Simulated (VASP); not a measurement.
Sb2S:

```
CELL_PARAMETERS angstrom
5.66496 0.00000 0.00000
0.00000 5.66496 0.00000
0.00000 0.00000 5.66496
ATOMIC_POSITIONS crystal
Sb 0.75000 0.75000 0.75000
Sb 0.25000 0.25000 0.75000
Sb 0.25000 0.75000 0.25000
Sb 0.75000 0.25000 0.25000
S 0.00000 0.00000 0.00000
S 0.50000 0.50000 0.50000
```

| Property | Result |
| --- | --- |
| Program | VASP 6.6.1 |
| Task | relaxation of cell and atoms |
| Functional | PBE |
| Potentials or basis | VASP PAW PBE potentials, release 64 (Sb, S) |
| Cutoff | 600 eV |
| k mesh | 4 × 4 × 4 |
| Occupations | gaussian, width 0.1 eV |
| Spin | no spin polarisation |

At the start: pressure 7.0 GPa; volume 30.30 Å³/atom.

How do energy, volume and symmetry change on relaxing?

Over 3 steps the energy falls by 88.1 meV/atom and the volume is 34.83 Å³/atom (+15.0 %); space group Pn-3m (No. 224, to 0.05 Å).

Step by step:
```
step  energy change (eV)  largest force (eV/Å)  pressure (GPa)  volume (Å³)
   1              0.0000                0.0000            6.98       181.80
   2             -0.4816                0.0000           -1.51       218.77
   3             -0.5285                0.0000            0.03       208.99
```

Final structure:
```cif
data_structure
_symmetry_space_group_name_H-M 'P 1'
_symmetry_Int_Tables_number 1
_cell_length_a 5.9344
_cell_length_b 5.9344
_cell_length_c 5.9344
_cell_angle_alpha 90.000
_cell_angle_beta 90.000
_cell_angle_gamma 90.000
_cell_volume 208.99
loop_
_atom_site_label
_atom_site_type_symbol
_atom_site_fract_x
_atom_site_fract_y
_atom_site_fract_z
_atom_site_occupancy
Sb1 Sb 0.75000 0.75000 0.75000 1
Sb2 Sb 0.25000 0.25000 0.75000 1
Sb3 Sb 0.25000 0.75000 0.25000 1
Sb4 Sb 0.75000 0.25000 0.25000 1
S1 S 0.00000 0.00000 0.00000 1
S2 S 0.50000 0.50000 0.50000 1
```
